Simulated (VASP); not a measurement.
SrO, 4 atoms in the cell. Symmetry: P2_1, No. 4, monoclinic system. Conventional cell: a = 3.577 Å, b = 6.243 Å, c = 3.577 Å, α = 90.00°, β = 120.00°, γ = 90.00°. Sr (site symmetry 1) has 6 O at 2.51 to 2.67 Å within 3.3 Å. O (site symmetry 1) has 6 Sr at 2.51 to 2.67 Å and 2 O at 3.13 Å within 3.3 Å.  This cell differs from its parent crystal: mode 6 frozen in at -0.071 Å and mode 7 at -0.071 Å (largest displacements).

* Program: VASP 6.6.1
* Task: single point
* Functional: PBE
* Potentials or basis: VASP PAW PBE potentials, release 64 (Sr_sv, O)
* Cutoff: 520 eV
* k mesh: 9 × 9 × 4
* Occupations: gaussian, width 0.05 eV
* Spin: no spin polarisation
* Dipole correction: no
* Further INCAR settings: ALGO = Normal; EDIFF = 1e-06; NBANDS = 24

Potentials or basis: VASP PAW PBE potentials, release 64 (Sr_sv, O).

Launch:

```console
$ cat potpaw_PBE.64/Sr_sv/POTCAR potpaw_PBE.64/O/POTCAR > POTCAR
$ mpirun -np 1 vasp_std > vasp.out
```

Hardware: 1 thread of Intel(R) Xeon(R) Platinum 8375C CPU @ 2.90GHz (Ice Lake) (shared host).

Task: Estimate the wall time of this run.

Result: Run time: 2.4 min on 1 thread of Intel(R) Xeon(R) Platinum 8375C CPU @ 2.90GHz (Ice Lake), on a shared host, peak memory 0.31 GiB. Counts: scf iterations 14, k points 123.
